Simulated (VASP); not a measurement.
Runs of VASP 6.6.1 on Mo. The structure is that of space group P6/mmm (No. 191), or close to it. The cells are those of the table. 

```tsv
cell	gap on the mesh (eV)	pressure (GPa)
a = 2.777, b = 2.777, c = 2.632 Å, angles 90.0, 90.0, 120.0°, 1 atom	none	-14.3
a = 2.736, b = 2.736, c = 2.517 Å, angles 90.0, 90.0, 120.0°, 1 atom	none	(b)
a = 2.818, b = 2.818, c = 2.555 Å, angles 90.0, 90.0, 120.0°, 1 atom	none	-14.4
a = 2.736, b = 2.736, c = 2.594 Å, angles 90.0, 90.0, 120.0°, 1 atom	none	-6.2
a = 2.694, b = 2.694, c = 2.517 Å, angles 90.0, 90.0, 120.0°, 1 atom	none	7.4
a = 2.653, b = 2.653, c = 2.555 Å, angles 90.0, 90.0, 120.0°, 1 atom	none	(c)
a = 2.694, b = 2.694, c = 2.555 Å, angles 90.0, 90.0, 120.0°, 1 atom	none	3.8
a = 2.736, b = 2.736, c = 2.479 Å, angles 90.0, 90.0, 120.0°, 1 atom	none	3.7
a = 2.653, b = 2.653, c = 2.517 Å, angles 90.0, 90.0, 120.0°, 1 atom	none	(a)
a = 2.818, b = 2.818, c = 2.632 Å, angles 90.0, 90.0, 120.0°, 1 atom	none	-19.0
a = 2.818, b = 2.818, c = 2.517 Å, angles 90.0, 90.0, 120.0°, 1 atom	none	-11.7
a = 2.777, b = 2.777, c = 2.479 Å, angles 90.0, 90.0, 120.0°, 1 atom	none	-2.9
```

Alike in all rows: task single point; level PBEsol; potentials or basis VASP PAW PBE potentials, release 64 (Mo_sv); no spin polarisation; k mesh 18 × 18 × 18; cutoff (eV) 520; smearing gaussian 0.15 eV.

**Question.** Estimate the missing entries.

**Answer.** (a) 16.1; (b) 0.0; (c) 12.1.

Caveats: the PAW data sets were made with another functional, which shifts forces and pressure a little.

A k mesh can miss the band edges, and the runs leave out spin-orbit coupling on Mo.

A gap of «none» marks levels without a gap at the run's occupations.
